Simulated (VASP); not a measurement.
# Zn3BiO (P-62m) in VASP: relaxation of cell and atoms with PBE

Aim: the relaxation of cell and atoms of Zn3BiO with PBE.

All numbers are computed with VASP 6.6.1; they aren't measurements. Logs are shortened: lines on timing, memory, paths and dates and some standing lists are left out, and cuts for length are marked.

## 1. The cell of the first run

The structure is hexagonal, space group P-62m (No. 189). Conventional cell: a = 4.994 Å, b = 4.994 Å, c = 4.932 Å, α = 90.00°, β = 90.00°, γ = 120.00°. Within 2.7 Å of Zn (site symmetry m2m) lie 1 O at 2.05 Å and 4 Zn at 2.62 Å. Bi (site symmetry -62m) has 2 O at 2.47 Å and 6 Zn at 3.21 Å within 3.3 Å. O (site symmetry -62m) has 3 Zn at 2.05 Å and 2 Bi at 2.47 Å within 2.7 Å.

The cell was generated, and may not be a known phase.

## 2. Relaxation of cell and atoms, PBE

File INCAR:

```
PREC = Accurate
ENCUT = 600
EDIFF = 1E-6
ISMEAR = 0
SIGMA = 0.1
LREAL = False
LASPH = True
NELM = 100
ALGO = Normal
ISIF = 3
LWAVE = False
LCHARG = False
GGA = PE
IBRION = 2
NSW = 100
EDIFFG = -0.01
```

File KPOINTS:

```
Automatic mesh
0
Gamma
  12 12 8
```

File POSCAR:

```
Zn3BiO
1.0
    4.9942674462      0.0000000000      0.0000000000
   -2.4971337231      4.3251624817      0.0000000000
    0.0000000000      0.0000000000      4.9317558252
Zn Bi O
3 1 1
Direct
    0.4099787477      0.0000000000      0.0000000000
    0.0000000000      0.4099787477      0.0000000000
    0.5900212523      0.5900212523      0.0000000000
    0.0000000000      0.0000000000      0.5000000000
    0.0000000000      0.0000000000      0.0000000000
```

Potentials or basis: VASP PAW PBE potentials, release 64 (Zn, Bi_d, O).

On the command line:

```console
$ cat potpaw_PBE.64/Zn/POTCAR potpaw_PBE.64/Bi_d/POTCAR potpaw_PBE.64/O/POTCAR > POTCAR
$ mpirun -np 1 vasp_std > vasp.out
```

OUTCAR:

```text
PREC = Accurate
   ENCUT = 600
   EDIFF = 1E-6
   ISMEAR = 0
   LREAL = False
   LASPH = True
   NELM = 100
   ISIF = 3
   GGA = PE
   IBRION = 2
   NSW = 100
   EDIFFG = -0.01

 ion  position               nearest neighbor table
   1  0.410  0.000  0.000-   5 2.05   3 2.62   2 2.62   2 2.62   3 2.62   4 3.21   4 3.21
   2  0.000  0.410  0.000-   5 2.05   1 2.62   1 2.62   3 2.62   3 2.62   4 3.21   4 3.21
   3  0.590  0.590  0.000-   5 2.05   1 2.62   1 2.62   2 2.62   2 2.62   4 3.21   4 3.21
   4  0.000  0.000  0.500-   5 2.47   5 2.47   2 3.21   2 3.21   3 3.21   3 3.21   1 3.21   1 3.21

   5  0.000  0.000  0.000-   2 2.05   3 2.05   1 2.05   4 2.47   4 2.47

  LATTYP: Found a hexagonal cell.
 ALAT       =     4.9942674462
 C/A-ratio  =     0.9874833253

  Lattice vectors:

 A1 = (   4.9942674462,   0.0000000000,   0.0000000000)
 A2 = (  -2.4971337231,   4.3251624817,   0.0000000000)
 A3 = (   0.0000000000,   0.0000000000,   4.9317558252)

Analysis of symmetry for initial positions (statically):
=====================================================================
 Subroutine PRICEL returns:
 Original cell was already a primitive cell.

 Routine SETGRP: Setting up the symmetry group for a
 hexagonal supercell.

 Subroutine GETGRP returns: Found 12 space group operations
 (whereof 12 operations were pure point group operations)
 out of a pool of 24 trial point group operations.

The static configuration has the point symmetry D_3h.

Analysis of symmetry for dynamics (positions and initial velocities):
=====================================================================
 Subroutine PRICEL returns:
 Original cell was already a primitive cell.

 Routine SETGRP: Setting up the symmetry group for a
 hexagonal supercell.

 Subroutine GETGRP returns: Found 12 space group operations
 (whereof 12 operations were pure point group operations)
 out of a pool of 24 trial point group operations.

The dynamic configuration has the point symmetry D_3h.

 Subroutine INISYM returns: Found 12 space group operations
 (whereof 12 operations are pure point group operations),
 and found     1 'primitive' translations

----------------------------------------------------------------------------------------

                                     Primitive cell

  volume of cell :     106.5309

  direct lattice vectors                    reciprocal lattice vectors
     4.994267446  0.000000000  0.000000000     0.200229565  0.115602593  0.000000000
    -2.497133723  4.325162482  0.000000000     0.000000000  0.231205187  0.000000000
     0.000000000  0.000000000  4.931755825     0.000000000  0.000000000  0.202767541

  length of vectors
     4.994267446  4.994267446  4.931755825     0.231205187  0.231205187  0.202767541

  position of ions in fractional coordinates (direct lattice)
     0.409978748  0.000000000  0.000000000
     1.000000000  0.409978748  0.000000000
     0.590021252  0.590021252  0.000000000
     0.000000000  0.000000000  0.500000000
     0.000000000  0.000000000  0.000000000

  ion indices of the primitive-cell ions
   primitive index   ion index
                 1           1
                 2           2
                 3           3
                 4           4
                 5           5

----------------------------------------------------------------------------------------

 KPOINTS: Automatic mesh

Automatic generation of k-mesh.
 Grid dimensions read from file:
 generate k-points for:   12   12    8

 Generating k-lattice:

  Cartesian coordinates                     Fractional coordinates (reciprocal lattice)
     0.016685797  0.009633549  0.000000000     0.083333333 -0.000000000  0.000000000
     0.000000000  0.019267099  0.000000000     0.000000000  0.083333333  0.000000000
     0.000000000  0.000000000  0.025345943     0.000000000  0.000000000  0.125000000

  Length of vectors
     0.019267099  0.019267099  0.025345943

  Shift w.r.t. Gamma in fractional coordinates (k-lattice)
     0.000000000  0.000000000  0.000000000

 Subroutine IBZKPT returns following result:
 ===========================================

 Found     95 irreducible k-points:

 Following reciprocal coordinates:
            Coordinates               Weight
  0.000000  0.000000  0.000000      1.000000
  0.083333  0.000000  0.000000      6.000000
  0.166667  0.000000  0.000000      6.000000
  0.250000 -0.000000  0.000000      6.000000
  0.333333  0.000000  0.000000      6.000000
  0.416667  0.000000  0.000000      6.000000
[... 16 lines left out ...]
  0.250000 -0.000000  0.125000     12.000000
  0.333333  0.000000  0.125000     12.000000
 [... further k-points ...]
   k-points           NKPTS =     95   k-points in BZ     NKDIM =     95   number of bands    NBANDS=     34
   number of dos      NEDOS =    301   number of ions     NIONS =      5
   total plane-waves  NPLWV =  64000
   dimension x,y,z NGX =    40 NGY =   40 NGZ =   40
   dimension x,y,z NGXF=    80 NGYF=   80 NGZF=   80
   ions per type =               3   1   1
   NGX,Y,Z   is equivalent  to a cutoff of  13.31, 13.31, 13.48 a.u.
   NGXF,Y,Z  is equivalent  to a cutoff of  26.63, 26.63, 26.97 a.u.
 SYSTEM =  unknown system
   PREC   = accura    normal or accurate (medium, high low for compatibility)
   ISTART =      0    job   : 0-new  1-cont  2-samecut
   ICHARG =      2    charge: 1-file 2-atom 10-const
   ISPIN  =      1    spin polarized calculation?
   LNONCOLLINEAR =      F non collinear calculations
   LSORBIT =      F    spin-orbit coupling
   LASPH  =      T    aspherical Exc in radial PAW
   ENCUT  =  600.0 eV  44.10 Ry    6.64 a.u.   9.97  9.97  9.85*2*pi/ulx,y,z
   NELM   =    100;   NELMIN=  2; NELMDL= -5     # of ELM steps
   EDIFF  = 0.1E-05   stopping-criterion for ELM
   LREAL  =      F    real-space projection
   EDIFFG = -.1E-01   stopping-criterion for IOM
   NSW    =    100    number of steps for IOM
   IBRION =      2    ionic relax: 0-MD 1-quasi-New 2-CG
   NFREE  =      1    steps in history (QN), initial steepest desc. (CG)
   ISIF   =      3    stress and relaxation
   ISYM   =      2    0-nonsym 1-usesym 2-fastsym
   POTIM  = 0.5000    time-step for ionic-motion
   TEBEG  =    0.0;   TEEND  =   0.0 temperature during run
   PSTRESS=    0.0 pullay stress
   NELECT =      57.0000    total number of electrons
   NUPDOWN=      -1.0000    fix difference up-down
   EMIN   =  10.00;   EMAX   =-10.00  energy-range for DOS
   EFERMI =   0.00;   METHOD = LEGACY
   ISMEAR =     0;   SIGMA  =   0.10  broadening in eV -4-tet -1-fermi 0-gaus
   EFERMI_NEDOS =   21; number of points for ismear=-14 and -15
   IALGO  =     38    algorithm
   IMIX   =      4    mixing-type and parameters
     AMIX     =   0.40;   BMIX     =  1.00
     AMIX_MAG =   1.60;   BMIX_MAG =  1.00
  volume/ion in A,a.u.               =      21.31       143.78
  Fermi-wavevector in a.u.,A,eV,Ry     =   1.329050  2.511540 24.032961  1.766373
  Thomas-Fermi vector in A             =   2.458241
   LORBIT       =      0    0 simple, 1 ext, 2 COOP (PROOUT), +10 PAW based schemes
   GGA     = PE    functional components
   LHFCALC =     F    Hartree Fock is set to
   AEXX    =    0.0000 exact exchange contribution
   IVDW    =     0    specifies the selected vdW correction
   LEPSILON=     F    determine dielectric tensor
   LRPA    =     F    only Hartree local field effects (RPA)
 conjugate gradient relaxation of ions
 non-spin polarized calculation
 Gauss-broadening in eV      SIGMA  =   0.10
  energy-cutoff  :      600.00
  volume of cell :      106.53
 maximum number of plane-waves:      3573
 NGX is ok and might be reduce to    40
   NGX = 19   NGY = 19   NGZ = 19

--------------------------------------- Ionic step        1  -------------------------------------------

 number of electron      56.9999998 magnetization

 Free energy of the ion-electron system (eV)
  ---------------------------------------------------
  ext. energy  EPLUGINS =         0.00000000
  ---------------------------------------------------
  free energy    TOTEN  =       -12.47276259 eV

  energy without entropy =      -12.45778433  energy(sigma->0) =      -12.46527346

------------------------ aborting loop because EDIFF is reached ----------------------------------------

  FORCE on cell =-STRESS in cart. coord.  units (eV):
  Direction    XX          YY          ZZ          XY          YZ          ZX
  --------------------------------------------------------------------------------------
  -------------------------------------------------------------------------------------
  Total       -0.0262392     -0.0262392      0.3490779      0.0000000      0.0000000      0.0000000
  in kB       -0.3946252     -0.3946252      5.2499740      0.0000000      0.0000000      0.0000000
  external PRESSURE =       1.4869079 kB  Pullay stress =       0.0000000 kB
[... 98 lines left out ...]
  FREE ENERGIE OF THE ION-ELECTRON SYSTEM (eV)
  ---------------------------------------------------
  free  energy   TOTEN  =       -12.4750549509 eV

  energy  without entropy=      -12.4599970570  energy(sigma->0) =      -12.46752600

[... ionic steps 4 to 7 ...]

--------------------------------------- Ionic step        8  -------------------------------------------

 number of electron      57.0000003 magnetization

------------------------ aborting loop because EDIFF is reached ----------------------------------------

  FORCE on cell =-STRESS in cart. coord.  units (eV):
  Direction    XX          YY          ZZ          XY          YZ          ZX
  --------------------------------------------------------------------------------------
  -------------------------------------------------------------------------------------
  Total        0.0916846      0.0916846     -0.0214928      0.0000000     -0.0000000      0.0000000
  in kB        1.3796661      1.3796661     -0.3234229      0.0000000     -0.0000000      0.0000000
  external PRESSURE =       0.8119697 kB  Pullay stress =       0.0000000 kB
[... 63 lines left out ...]
  energy  without entropy=      -12.4607339157  energy(sigma->0) =      -12.46819529

--------------------------------------- Ionic step       10  -------------------------------------------

 number of electron      57.0000003 magnetization

 Free energy of the ion-electron system (eV)
  ---------------------------------------------------
  ext. energy  EPLUGINS =         0.00000000
  ---------------------------------------------------
  free energy    TOTEN  =       -12.47581461 eV

  energy without entropy =      -12.46096538  energy(sigma->0) =      -12.46838999

 E-fermi :   2.8284     XC(G=0):  -9.7160

 val. band max:        2.8241912320   @ k =   0.1667   0.0000   0.3750
 cond. band min:       2.8370754375   @ k =   0.1667   0.1667   0.2500
 fundamental gap:      0.0128842056
 Fermi energy:         2.8284428147

 k-point     1 :       0.0000    0.0000    0.0000
  band No.  band energies     occupation
      1     -20.1628      2.00000
      2     -20.0298      2.00000
      3     -20.0298      2.00000
      4     -19.8727      2.00000
      5     -19.8727      2.00000
      6     -16.2470      2.00000
[... 877 lines left out ...]
     33       7.1275      0.00000
     34       7.9992      0.00000

 [... further k-points ...]

------------------------ aborting loop because EDIFF is reached ----------------------------------------

  FORCE on cell =-STRESS in cart. coord.  units (eV):
  Direction    XX          YY          ZZ          XY          YZ          ZX
  --------------------------------------------------------------------------------------
  -------------------------------------------------------------------------------------
  Total        0.0357876      0.0357876     -0.0269466      0.0000000      0.0000000      0.0000000
  in kB        0.5384259      0.5384259     -0.4054124      0.0000000      0.0000000      0.0000000
  external PRESSURE =       0.2238131 kB  Pullay stress =       0.0000000 kB
[... 20 lines left out ...]
  FREE ENERGIE OF THE ION-ELECTRON SYSTEM (eV)
  ---------------------------------------------------
  free  energy   TOTEN  =       -12.4758146075 eV

  energy  without entropy=      -12.4609653796  energy(sigma->0) =      -12.46838999

 reached required accuracy - stopping structural energy minimisation
```

Run time: 60 min. Hardware: 1 thread of Intel Xeon 8259CL, shared host; peak memory 0.51 GiB.

What came out:

```yaml
Free_energy: -12.4758 eV
Relaxed_volume: 21.30 Å³/atom
Relaxed_cell: a = 4.981 Å, b = 4.981 Å, c = 4.956 Å, α = 90.00°, β = 90.00°, γ = 120.00°
Space_group_after_relaxing_to_0.1_Å: P-62m (No. 189)
Energy_gained_by_relaxing: 0.6 meV/atom
Ionic_steps: 10
Pressure_after_relaxing: 0.0 GPa
Largest_force_after_relaxing: 0.009 eV/Å
Band_gap_on_the_k_mesh: zero (an odd number of electrons rules out a gap without spin polarisation)
```

Forces in eV/Å, atoms in the order of the input:
```
Zn   0.009  0.000  0.000
Zn  -0.005  0.008  0.000
Zn  -0.005 -0.008  0.000
Bi   0.000  0.000  0.000
O    0.000  0.000  0.000
```

Stress tensor (GPa, compression positive):
```
 0.05  0.00  0.00
 0.00  0.05  0.00
 0.00  0.00 -0.04
```

The path:
```tsv
step	energy change (eV)	largest force (eV/Å)	pressure (GPa)	volume (Å³)
1	0.0000	0.0954	0.15	106.53
2	-0.0019	0.0572	-0.07	106.84
3	-0.0023	0.0354	-0.18	107.01
4	-0.0023	0.0263	-0.18	107.09
5	-0.0028	0.0245	-0.04	106.71
6	-0.0029	0.0238	-0.01	106.59
7	-0.0029	0.0227	0.08	106.36
8	-0.0029	0.0231	0.08	106.47
9	-0.0029	0.0235	0.06	106.53
10	-0.0031	0.0093	0.02	106.49
```

Final structure:
```
Zn Bi O
1.0
     4.98102    0.00000    0.00000
    -2.49051    4.31369    0.00000
     0.00000    0.00000    4.95622
Zn Bi O
3 1 1
Direct
  0.41291 0.00000 0.00000
  0.00000 0.41291 0.00000
  0.58709 0.58709 0.00000
  0.00000 0.00000 0.50000
  0.00000 0.00000 0.00000
```

Caveat: spin-orbit coupling is left out, which moves the levels of the heavy elements.
